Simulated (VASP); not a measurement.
# ZrOs (Pm-3m) in VASP: further runs

ZrOs is run at these levels: LDA; tasks: single point, relaxation of volume and atoms at fixed shape.

Everything below comes from runs of VASP 6.6.1. Logs are shortened: lines on timing, memory, paths and dates and some standing lists are left out, and cuts for length are marked.

## Step 1: The cell of the first run

Symmetry: Pm-3m, No. 221, cubic system. The conventional cell has a = 3.225 Å, b = 3.225 Å, c = 3.225 Å, α = 90.00°, β = 90.00°, γ = 90.00°. Within 3.7 Å of Zr (site symmetry m-3m) lie 8 Os at 2.79 Å and 6 Zr at 3.23 Å. Os (site symmetry m-3m) has 8 Zr at 2.79 Å and 6 Os at 3.23 Å within 3.7 Å.

## Step 2: Single point, LDA

INCAR

```
ALGO = Normal ; EDIFF = 1E-6
ENCUT = 600 ; GGA = CA
GGA_COMPAT = F ; ISIF = 2
ISMEAR = -1 ; LASPH = T
LCHARG = F ; LREAL = F
LWAVE = F ; NBANDS = 17
NELM = 120 ; PREC = Accurate
SIGMA = 0.1
```

KPOINTS

```
k-points
0
Gamma
  5 5 5
```

POSCAR

```
ZrOs
1.0
    3.2253847334      0.0000000000      0.0000000000
    0.0000000000      3.2253847334      0.0000000000
    0.0000000000      0.0000000000      3.2253847334
Zr Os
1 1
Direct
    0.5000000000      0.5000000000      0.5000000000
    0.0000000000      0.0000000000      0.0000000000
```

Potentials or basis: VASP PAW LDA potentials, release 64 (Zr_sv, Os).

Command:

```console
$ cat potpaw_LDA.64/Zr_sv/POTCAR potpaw_LDA.64/Os/POTCAR > POTCAR
$ mpirun -np 1 vasp_std > vasp.out
```

OUTCAR:

```text
EDIFF = 1E-6
   ENCUT = 600
   GGA = CA
   ISIF = 2
   ISMEAR = -1
   LASPH = T
   LREAL = F
   NELM = 120
   PREC = Accurate

 ion  position               nearest neighbor table
   1  0.500  0.500  0.500-   2 2.79   2 2.79   2 2.79   2 2.79   2 2.79   2 2.79   2 2.79   2 2.79

   2  0.000  0.000  0.000-   1 2.79   1 2.79   1 2.79   1 2.79   1 2.79   1 2.79   1 2.79   1 2.79

  LATTYP: Found a simple cubic cell.
 ALAT       =     3.2253847334

  Lattice vectors:

 A1 = (   3.2253847334,   0.0000000000,   0.0000000000)
 A2 = (   0.0000000000,   3.2253847334,   0.0000000000)
 A3 = (   0.0000000000,   0.0000000000,   3.2253847334)

Analysis of symmetry for initial positions (statically):
=====================================================================
 Subroutine PRICEL returns:
 Original cell was already a primitive cell.

 Routine SETGRP: Setting up the symmetry group for a
 simple cubic supercell.

 Subroutine GETGRP returns: Found 48 space group operations
 (whereof 48 operations were pure point group operations)
 out of a pool of 48 trial point group operations.

The static configuration has the point symmetry O_h .

Analysis of symmetry for dynamics (positions and initial velocities):
=====================================================================
 Subroutine PRICEL returns:
 Original cell was already a primitive cell.

 Routine SETGRP: Setting up the symmetry group for a
 simple cubic supercell.

 Subroutine GETGRP returns: Found 48 space group operations
 (whereof 48 operations were pure point group operations)
 out of a pool of 48 trial point group operations.

The dynamic configuration has the point symmetry O_h .

 Subroutine INISYM returns: Found 48 space group operations
 (whereof 48 operations are pure point group operations),
 and found     1 'primitive' translations

----------------------------------------------------------------------------------------

                                     Primitive cell

  volume of cell :      33.5540

  direct lattice vectors                    reciprocal lattice vectors
     3.225384733  0.000000000  0.000000000     0.310040532  0.000000000  0.000000000
[... 65 lines left out ...]
   ISPIN  =      1    spin polarized calculation?
   LNONCOLLINEAR =      F non collinear calculations
   LSORBIT =      F    spin-orbit coupling
   LASPH  =      T    aspherical Exc in radial PAW
   ENCUT  =  600.0 eV  44.10 Ry    6.64 a.u.   6.44  6.44  6.44*2*pi/ulx,y,z
   NELM   =    120;   NELMIN=  2; NELMDL= -5     # of ELM steps
   EDIFF  = 0.1E-05   stopping-criterion for ELM
   LREAL  =      F    real-space projection
   EDIFFG = 0.1E-04   stopping-criterion for IOM
   NSW    =      0    number of steps for IOM
   IBRION =     -1    ionic relax: 0-MD 1-quasi-New 2-CG
   NFREE  =      0    steps in history (QN), initial steepest desc. (CG)
   ISIF   =      2    stress and relaxation
   ISYM   =      2    0-nonsym 1-usesym 2-fastsym
   POTIM  = 0.5000    time-step for ionic-motion
   TEBEG  =    0.0;   TEEND  =   0.0 temperature during run
   PSTRESS=    0.0 pullay stress
   NELECT =      20.0000    total number of electrons
   NUPDOWN=      -1.0000    fix difference up-down
   EMIN   =  10.00;   EMAX   =-10.00  energy-range for DOS
   EFERMI =   0.00;   METHOD = LEGACY
   ISMEAR =    -1;   SIGMA  =   0.10  broadening in eV -4-tet -1-fermi 0-gaus
   EFERMI_NEDOS =   21; number of points for ismear=-14 and -15
   IALGO  =     38    algorithm
   IMIX   =      4    mixing-type and parameters
     AMIX     =   0.40;   BMIX     =  1.00
     AMIX_MAG =   1.60;   BMIX_MAG =  1.00
  volume/ion in A,a.u.               =      16.78       113.22
  Fermi-wavevector in a.u.,A,eV,Ry     =   1.377749  2.603567 25.826458  1.898191
  Thomas-Fermi vector in A             =   2.502873
   LORBIT       =      0    0 simple, 1 ext, 2 COOP (PROOUT), +10 PAW based schemes
   GGA     = CA    functional components
   LHFCALC =     F    Hartree Fock is set to
   AEXX    =    0.0000 exact exchange contribution
   IVDW    =     0    specifies the selected vdW correction
   LEPSILON=     F    determine dielectric tensor
   LRPA    =     F    only Hartree local field effects (RPA)
 non-spin polarized calculation
  energy-cutoff  :      600.00
  volume of cell :       33.55
 maximum number of plane-waves:      1141
 NGX is ok and might be reduce to    28
   NGX = 13   NGY = 13   NGZ = 13

 number of electron      20.0000000 magnetization

 Free energy of the ion-electron system (eV)
  ---------------------------------------------------
  ext. energy  EPLUGINS =         0.00000000
  ---------------------------------------------------
  free energy    TOTEN  =       -23.14032275 eV

  energy without entropy =      -23.12082298  energy(sigma->0) =      -23.13057287

 E-fermi :   9.6495     XC(G=0): -13.0095

 val. band max:        9.6207426843   @ k =   0.4000   0.4000   0.0000
 cond. band min:      10.5894794878   @ k =   0.4000   0.2000   0.0000
 fundamental gap:      0.9687368035
 Fermi energy:         9.6494694252

 k-point     1 :       0.0000    0.0000    0.0000
  band No.  band energies     occupation
      1     -38.2987      2.00000
      2     -16.2978      2.00000
      3     -16.2978      2.00000
      4     -16.2978      2.00000
      5       2.0883      2.00000
      6       4.7210      2.00000
[... 177 lines left out ...]
      4     -16.6984      2.00000
      5       6.3717      2.00000
      6       7.0330      2.00000
[... 9 lines left out ...]
     16      19.0895      0.00000
     17      21.2787      0.00000

------------------------ aborting loop because EDIFF is reached ----------------------------------------

  FORCE on cell =-STRESS in cart. coord.  units (eV):
  Direction    XX          YY          ZZ          XY          YZ          ZX
  --------------------------------------------------------------------------------------
  -------------------------------------------------------------------------------------
  Total        0.1015117      0.1015117      0.1015117     -0.0000000      0.0000000      0.0000000
  in kB        4.8471015      4.8471015      4.8471015     -0.0000000      0.0000000      0.0000000
  external PRESSURE =       4.8471015 kB  Pullay stress =       0.0000000 kB

 VOLUME and BASIS-vectors are now :
 -----------------------------------------------------------------------------
  energy-cutoff  :      600.00
  volume of cell :       33.55
      direct lattice vectors                 reciprocal lattice vectors
     3.225384733  0.000000000  0.000000000     0.310040532  0.000000000  0.000000000
     0.000000000  3.225384733  0.000000000     0.000000000  0.310040532  0.000000000
     0.000000000  0.000000000  3.225384733     0.000000000  0.000000000  0.310040532

 POSITION                                       TOTAL-FORCE (eV/Angst)
 -----------------------------------------------------------------------------------
      1.61269      1.61269      1.61269         0.000000      0.000000      0.000000
      0.00000      0.00000      0.00000         0.000000      0.000000      0.000000
 -----------------------------------------------------------------------------------
    total drift:                                0.000000      0.000000      0.000000

  FREE ENERGIE OF THE ION-ELECTRON SYSTEM (eV)
  ---------------------------------------------------
  free  energy   TOTEN  =       -23.1403227468 eV

  energy  without entropy=      -23.1208229838  energy(sigma->0) =      -23.13057287
```

OSZICAR:

```text
N       E                     dE             d eps       ncg     rms          rms(c)
DAV:   1     0.172426839343E+03    0.17243E+03   -0.11423E+04   348   0.128E+03
DAV:   2    -0.132505455162E+02   -0.18568E+03   -0.17809E+03   369   0.373E+02
DAV:   3    -0.236387700148E+02   -0.10388E+02   -0.10190E+02   570   0.773E+01
DAV:   4    -0.241371784704E+02   -0.49841E+00   -0.49641E+00   405   0.101E+01
DAV:   5    -0.241425008011E+02   -0.53223E-02   -0.53205E-02   484   0.126E+00    0.234E+01
DAV:   6    -0.233553341651E+02    0.78717E+00   -0.98289E-01   374   0.757E+00    0.994E+00
DAV:   7    -0.231659909430E+02    0.18934E+00   -0.65656E-01   463   0.566E+00    0.230E+00
DAV:   8    -0.231421030549E+02    0.23888E-01   -0.11166E-01   448   0.233E+00    0.860E-01
DAV:   9    -0.231402986861E+02    0.18044E-02   -0.13013E-02   400   0.103E+00    0.926E-02
DAV:  10    -0.231403135826E+02   -0.14897E-04   -0.37114E-04   412   0.169E-01    0.346E-02
DAV:  11    -0.231403227791E+02   -0.91964E-05   -0.45088E-05   514   0.435E-02    0.947E-03
DAV:  12    -0.231403227468E+02    0.32247E-07   -0.59086E-07   246   0.664E-03
   1 F= -.23140323E+02 E0= -.23130573E+02  d E =-.194998E-01
```

Wall time 12 s (1 thread of Intel Xeon 8259CL, shared host); peak memory 0.14 GiB.

Results:

| Item | Value |
| --- | --- |
| Free energy | -23.1403 eV |
| Pressure | 0.5 GPa |
| Band gap on the k mesh | zero (bands 10 and 11 overlap by 0.27 eV) |

Caveat: the k points lie up to 0.39 Å⁻¹ apart; spin-orbit coupling is left out, which moves the levels of the heavy elements.

## Step 3: Relaxation of volume and atoms at fixed shape, LDA

This run uses another cell than the first one, of 17.37 Å³/atom.

INCAR

```
SYSTEM = ZrOs
  PREC = Accurate
  ENCUT = 600
  EDIFF = 1E-7
  ISMEAR = -1
  SIGMA = 0.1
  LREAL = .FALSE.
  LASPH = .TRUE.
  NELM = 120
  ALGO = Normal
  ISIF = 8
  LWAVE = .FALSE.
  LCHARG = .FALSE.
  IBRION = 2
  NSW = 80
  EDIFFG = -0.02
  GGA_COMPAT = .FALSE.
  NELMIN = 4
```

KPOINTS

```
Automatic mesh
0
G
  5 5 5
  0 0 0
```

POSCAR

```
ZrOs
1.0
    3.2630000000      0.0000000000      0.0000000000
    0.0000000000      3.2630000000      0.0000000000
    0.0000000000      0.0000000000      3.2630000000
Zr Os
1 1
Direct
    0.5000000000      0.5000000000      0.5000000000
    0.0000000000      0.0000000000      0.0000000000
```

Potentials or basis: VASP PAW LDA potentials, release 64 (Zr_sv, Os).

Command:

```console
$ cat potpaw_LDA.64/Zr_sv/POTCAR potpaw_LDA.64/Os/POTCAR > POTCAR
$ mpirun -np 1 vasp_std > vasp.out
```

Run time: 37 s. Hardware: 1 thread of Intel Xeon 8259CL, shared host; peak memory 0.16 GiB.

It converged, with:

- Free energy: -23.1408 eV
- Relaxed volume: 16.81 Å³/atom
- Relaxed cell: a = 3.228 Å, b = 3.228 Å, c = 3.228 Å, α = 90.00°, β = 90.00°, γ = 90.00°
- Space group after relaxing (to 0.1 Å): Pm-3m (No. 221)
- Energy gained by relaxing: 13.0 meV/atom
- Ionic steps: 4
- Pressure after relaxing: 0.0 GPa
- Band gap on the k mesh: zero (bands 10 and 11 overlap by 0.27 eV)

Step by step:
```tsv
step	energy change (eV)	largest force (eV/Å)	pressure (GPa)	volume (Å³)
1	0.0000	0.0000	-7.27	34.74
2	0.1629	0.0000	24.19	30.93
3	-0.0261	0.0000	-0.26	33.66
4	-0.0261	0.0000	-0.03	33.63
```

Final structure:
```
CELL_PARAMETERS angstrom
3.22782 0.00000 0.00000
0.00000 3.22782 0.00000
0.00000 0.00000 3.22782
ATOMIC_POSITIONS crystal
Zr 0.50000 0.50000 0.50000
Os 0.00000 0.00000 0.00000
```

Levels at points of the mesh, in eV from the Fermi level:
| k point | band 7 | band 8 | band 9 | band 10 | band 11 | band 12 | band 13 | band 14 |
| --- | --- | --- | --- | --- | --- | --- | --- | --- |
| (0.00, 0.00, 0.00) | -4.91 | -1.13 | -1.13 | -1.13 | 2.67 | 2.67 | 5.88 | 5.88 |

Caveat: the k points lie up to 0.39 Å⁻¹ apart in the final cell; spin-orbit coupling is left out, which moves the levels of the heavy elements.
